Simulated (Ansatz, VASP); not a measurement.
**CO in VASP and in Ansatz**

```
O C
1.0
     7.67669    0.00000    0.00000
     0.00000    7.67669    0.00000
     0.00000    0.00000    7.67669
O C
6 6
Direct
  0.51348 0.32509 0.33916
  0.37216 0.90830 0.39557
  0.95051 0.64592 0.34675
  0.28831 0.39380 0.75426
  0.67298 0.41556 0.94245
  0.17387 0.83418 0.92938
  0.40629 0.42048 0.30269
  0.46071 0.85266 0.29090
  0.89258 0.77606 0.38695
  0.20141 0.27686 0.72703
  0.79961 0.48916 0.92224
  0.12266 0.79346 0.79651
```

Alike in both runs: functional PBE; dispersion D3(BJ); k mesh 1 × 1 × 1; occupations fermi-dirac, width 0.02 eV; no spin polarisation.

Ansatz relaxed the structure, and its values are those at the end. VASP's run is a single point on that final structure, the one shown.

|  | VASP | Ansatz |
| --- | --- | --- |
| version | VASP 6.6.1 | Ansatz 0.2.0 |
| potentials or method | VASP PAW PBE potentials, release 64 (O, C), cutoff 520 eV | scalar-relativistic, plane waves, PAW |
| valence electrons in the cell | 60 | 60 |

```tsv
	VASP	Ansatz	Ansatz less VASP
rms of the force components (eV/Å)	0.474	0.086	-0.3873
```

One of these differences is far larger than is usual between the two programs; its cause wasn't traced.

Noted on VASP's run: the standard files for N, O and F lose accuracy on very short bonds.
